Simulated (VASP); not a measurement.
# Ge2P (Fm-3m) in VASP: a series of runs, part 2 of 2

VASP 6.6.1.

## Step 4: Relaxation of cell and atoms, PBE

Contents of INCAR:

```
PREC     = Accurate       # precision mode
ENCUT    = 600            # plane-wave cutoff, eV
EDIFF    = 1E-6           # SCF threshold, eV
ISMEAR   = 0              # smearing method
SIGMA    = 0.1            # smearing width, eV
LREAL    = F              # projectors in reciprocal space
LASPH    = T              # aspherical terms in the spheres
NELM     = 80             # most SCF steps
ALGO     = Normal         # electronic algorithm
ISIF     = 3              # what is computed and relaxed
LWAVE    = F              # write WAVECAR
LCHARG   = F              # write CHGCAR
GGA      = PE             # functional
IBRION   = 2              # ionic algorithm
NSW      = 90             # ionic steps
EDIFFG   = -0.04          # ionic threshold
```

Contents of KPOINTS:

```
Automatic mesh
0
Gamma
  6 6 6
```

Contents of POSCAR:

```
Ge2P
1.0
    0.0000000000      2.8844436300      2.8844436300
    2.8844436300      0.0000000000      2.8844436300
    2.8844436300      2.8844436300      0.0000000000
Ge P
2 1
Direct
    0.7500000000      0.7500000000      0.7500000000
    0.2500000000      0.2500000000      0.2500000000
    0.0000000000      0.0000000000      0.0000000000
```

The run is started by

```bash
> cat potpaw_PBE.64/Ge_d/POTCAR potpaw_PBE.64/P/POTCAR > POTCAR
> mpirun -np 1 vasp_std > vasp.out
```

Run time: 23 s. Hardware: 1 thread of Intel Xeon 6975P-C (Granite Rapids), shared host; peak memory 0.21 GiB.

Results (log left out):

```
Free energy                            : -13.1510 eV
Relaxed volume                         : 20.37 Å³/atom
Relaxed cell                           : a = 4.421 Å, b = 4.421 Å, c = 4.421 Å, α = 60.00°, β = 60.00°, γ = 60.00°
Space group after relaxing (to 0.05 Å) : Fm-3m (No. 225)
Energy gained by relaxing              : 232.9 meV/atom
Ionic steps                            : 3
Pressure after relaxing                : 0.2 GPa
```

Step by step:
```csv
step,energy change (eV),largest force (eV/Å),pressure (GPa),volume (Å³)
1,0.0000,0.0000,20.02,48.00
2,-0.6882,0.0000,-1.73,63.27
3,-0.6986,0.0000,0.16,61.11
```

Final structure:
```xyz
3
Lattice="0.0000 3.1263 3.1263 3.1263 0.0000 3.1263 3.1263 3.1263 0.0000" Properties=species:S:1:pos:R:3 pbc="T T T"
Ge    4.6895    4.6895    4.6895
Ge    1.5632    1.5632    1.5632
P     0.0000    0.0000    0.0000
```

Levels at points of the mesh, in eV from the Fermi level:
| k point | band 12 | band 13 | band 14 | band 15 | band 16 | band 17 | band 18 | band 19 | band 20 |
| --- | --- | --- | --- | --- | --- | --- | --- | --- | --- |
| (0.00, 0.00, 0.00) | -4.78 | -4.69 | -2.64 | -2.64 | -2.64 | -1.63 | -1.63 | -1.63 | 3.89 |
| (0.50, 0.00, 0.00) | -9.78 | -6.14 | -3.81 | -3.81 | -0.72 | -0.72 | -0.43 | 3.76 | 3.78 |
| (0.50, 0.50, 0.00) | -9.99 | -7.17 | -5.30 | -5.30 | -2.10 | 2.34 | 3.94 | 3.94 | 4.40 |

Caveat: the volume moved by over 15 % at a fixed basis, so the end points are rough.

## Step 5: Single point, PBE

This run uses another cell than the first one, of 20.46 Å³/atom, 1.279 times its volume.

Contents of INCAR:

```
PREC = Accurate
ENCUT = 520
EDIFF = 1E-6
ISMEAR = 0
SIGMA = 0.1
LREAL = False
LASPH = True
NELM = 60
ALGO = Normal
ISIF = 2
LWAVE = False
LCHARG = True
GGA = PE
LELF = True
LVHAR = True
NBANDS = 24
```

Contents of KPOINTS:

```
Automatic mesh
0
Gamma
  12 12 12
```

Contents of POSCAR:

```
Ge2P
1.0
    0.0000000000      3.1309986333      3.1309986333
    3.1309986333      0.0000000000      3.1309986333
    3.1309986333      3.1309986333      0.0000000000
Ge P
2 1
Direct
    0.7500000000      0.7500000000      0.7500000000
    0.2500000000      0.2500000000      0.2500000000
    0.0000000000      0.0000000000      0.0000000000
```

The run is started by

```bash
> cat potpaw_PBE.64/Ge_d/POTCAR potpaw_PBE.64/P/POTCAR > POTCAR
> mpirun -np 1 vasp_std > vasp.out
```

It took 35 s on 1 thread of Intel Xeon 6975P-C (Granite Rapids), shared host; peak memory 0.25 GiB.

Results (log left out):

| Item | Value |
| --- | --- |
| Free energy | -13.1122 eV |
| Pressure | -0.1 GPa |

Levels at points of the mesh, in eV from the Fermi level:
| k point | band 13 | band 14 | band 15 | band 16 | band 17 | band 18 | band 19 | band 20 |
| --- | --- | --- | --- | --- | --- | --- | --- | --- |
| (0.00, 0.00, 0.00) | -4.77 | -2.69 | -2.69 | -2.69 | -1.67 | -1.67 | -1.67 | 3.83 |
| (0.50, 0.00, 0.00) | -6.21 | -3.84 | -3.84 | -0.77 | -0.77 | -0.49 | 3.68 | 3.72 |
| (0.50, 0.50, 0.00) | -7.22 | -5.33 | -5.33 | -2.14 | 2.26 | 3.87 | 3.87 | 4.32 |

## Step 6: Relaxation of cell and atoms, PBE

This run uses another cell than the first one, of 20.42 Å³/atom, 1.277 times its volume.

Contents of INCAR:

```
ALGO = Normal
EDIFF = 1E-6
EDIFFG = -0.01
ENCUT = 600
GGA = PE
IBRION = 2
ISIF = 3
ISMEAR = 0
LASPH = T
LCHARG = F
LREAL = F
LWAVE = F
NELM = 100
NSW = 100
PREC = Accurate
SIGMA = 0.1
```

Contents of KPOINTS:

```
k-points
0
Gamma
  12 12 12
```

Contents of POSCAR:

```
Ge2P
1.0
    0.0000000000      3.1289952803      3.1289952803
    3.1289952803      0.0000000000      3.1289952803
    3.1289952803      3.1289952803      0.0000000000
Ge P
2 1
Direct
    0.7500000000      0.7500000000      0.7500000000
    0.2500000000      0.2500000000      0.2500000000
    0.0000000000      0.0000000000      0.0000000000
```

Potentials or basis: VASP PAW PBE potentials, release 64 (Ge_d, P).

The run is started by

```bash
> cat potpaw_PBE.64/Ge_d/POTCAR potpaw_PBE.64/P/POTCAR > POTCAR
> mpirun -np 1 vasp_std > vasp.out
```

OUTCAR:

```text
EDIFF = 1E-6
   EDIFFG = -0.01
   ENCUT = 600
   GGA = PE
   IBRION = 2
   ISIF = 3
   ISMEAR = 0
   LASPH = T
   LREAL = F
   NELM = 100
   NSW = 100
   PREC = Accurate

 ion  position               nearest neighbor table
   1  0.750  0.750  0.750-   3 2.71   3 2.71   3 2.71   3 2.71
   2  0.250  0.250  0.250-   3 2.71   3 2.71   3 2.71   3 2.71
   3  0.000  0.000  0.000-   1 2.71   1 2.71   1 2.71   1 2.71   2 2.71   2 2.71   2 2.71   2 2.71

  LATTYP: Found a face centered cubic cell.
 ALAT       =     6.2579905606

  Lattice vectors:

[... 745 lines left out ...]
  Direction    XX          YY          ZZ          XY          YZ          ZX
  --------------------------------------------------------------------------------------
  -------------------------------------------------------------------------------------
  Total        0.0278752      0.0278752      0.0278752     -0.0000000     -0.0000000      0.0000000
  in kB        0.7289269      0.7289269      0.7289269     -0.0000000     -0.0000000      0.0000000
  external PRESSURE =       0.7289269 kB  Pullay stress =       0.0000000 kB

 VOLUME and BASIS-vectors are now :
 -----------------------------------------------------------------------------
  energy-cutoff  :      600.00
  volume of cell :       61.27
      direct lattice vectors                 reciprocal lattice vectors
     0.000000000  3.128995280  3.128995280    -0.159795703  0.159795703  0.159795703
     3.128995280  0.000000000  3.128995280     0.159795703 -0.159795703  0.159795703
     3.128995280  3.128995280  0.000000000     0.159795703  0.159795703 -0.159795703

 POSITION                                       TOTAL-FORCE (eV/Angst)
 -----------------------------------------------------------------------------------
      4.69349      4.69349      4.69349        -0.000000     -0.000000     -0.000000
      1.56450      1.56450      1.56450         0.000000      0.000000      0.000000
      0.00000      0.00000      0.00000        -0.000000      0.000000     -0.000000
 -----------------------------------------------------------------------------------
    total drift:                                0.000000      0.000000      0.000000

  FREE ENERGIE OF THE ION-ELECTRON SYSTEM (eV)
  ---------------------------------------------------
  free  energy   TOTEN  =       -13.1124559875 eV

  energy  without entropy=      -13.0998395751  energy(sigma->0) =      -13.10614778

 reached required accuracy - stopping structural energy minimisation
```

OSZICAR:

```text
N       E                     dE             d eps       ncg     rms          rms(c)
DAV:   1     0.238266379610E+03    0.23827E+03   -0.18183E+04  3044   0.424E+03
DAV:   2     0.226387257817E+02   -0.21563E+03   -0.21035E+03  2888   0.699E+02
DAV:   3    -0.114978603196E+02   -0.34137E+02   -0.33072E+02  3320   0.173E+02
DAV:   4    -0.131653853097E+02   -0.16675E+01   -0.16186E+01  3396   0.388E+01
DAV:   5    -0.132132592684E+02   -0.47874E-01   -0.47844E-01  3432   0.677E+00    0.431E+00
DAV:   6    -0.131238548536E+02    0.89404E-01   -0.16468E-01  3928   0.343E+00    0.260E+00
DAV:   7    -0.131146366552E+02    0.92182E-02   -0.44974E-02  3860   0.115E+00    0.791E-01
DAV:   8    -0.131124810512E+02    0.21556E-02   -0.61084E-03  3696   0.783E-01    0.118E-01
DAV:   9    -0.131124006744E+02    0.80377E-04   -0.90397E-04  3596   0.266E-01    0.110E-01
DAV:  10    -0.131124556837E+02   -0.55009E-04   -0.15592E-04  3632   0.857E-02    0.272E-02
DAV:  11    -0.131124550126E+02    0.67108E-06   -0.43019E-05  3732   0.645E-02    0.440E-03
DAV:  12    -0.131124559875E+02   -0.97488E-06   -0.66220E-06  2664   0.154E-02
   1 F= -.13112456E+02 E0= -.13106148E+02  d E =-.131125E+02
```

Wall time 67 s (1 thread of Intel Xeon 6975P-C, shared host); peak memory 0.26 GiB.

What came out:

| Item | Value |
| --- | --- |
| Free energy | -13.1125 eV |
| Pressure after relaxing | 0.1 GPa |

Final structure:
```xyz
3
Lattice="0.0000 3.1290 3.1290 3.1290 0.0000 3.1290 3.1290 3.1290 0.0000" Properties=species:S:1:pos:R:3 pbc="T T T"
Ge    4.6935    4.6935    4.6935
Ge    1.5645    1.5645    1.5645
P     0.0000    0.0000    0.0000
```

Levels at points of the mesh, in eV from the Fermi level:
```tsv
k point	band 12	band 13	band 14	band 15	band 16	band 17	band 18	band 19	band 20
(0.00, 0.00, 0.00)	-4.84	-4.76	-2.69	-2.69	-2.69	-1.68	-1.68	-1.68	3.83
(0.50, 0.00, 0.00)	-9.82	-6.20	-3.85	-3.85	-0.77	-0.77	-0.48	3.70	3.72
(0.50, 0.50, 0.00)	-10.03	-7.22	-5.34	-5.34	-2.15	2.28	3.88	3.88	4.33
```

Caveat: the relaxation stopped at its first step, so nothing moved.

## Step 7: The runs side by side

```tsv
task	cell	k mesh	cutoff (eV)	gap on the mesh (eV)	pressure (GPa)
single point	a = 4.079 Å, angles 60.0°, 3 atoms	6 × 6 × 6	520	none	20.0
single point	a = 4.425 Å, angles 60.0°, 3 atoms	6 × 6 × 6	520	none	0.0
relaxation of cell and atoms	relaxed from a = 4.079 Å, angles 60.0°, 3 atoms	6 × 6 × 6	600	none	0.2
single point	a = 4.428 Å, angles 60.0°, 3 atoms	12 × 12 × 12	520	none	-0.1
relaxation of cell and atoms	relaxed from a = 4.425 Å, angles 60.0°, 3 atoms	12 × 12 × 12	600	none	0.1
```

Alike in all rows: level PBE; potentials or basis VASP PAW PBE potentials, release 64 (Ge_d, P); no spin polarisation; smearing gaussian 0.1 eV.

Caveats: the volume moved by over 15 % at a fixed basis, so the end points are rough (some runs); the relaxation stopped at its first step, so nothing moved (some runs).

Absolute energies hang on the potentials; compare differences alone.
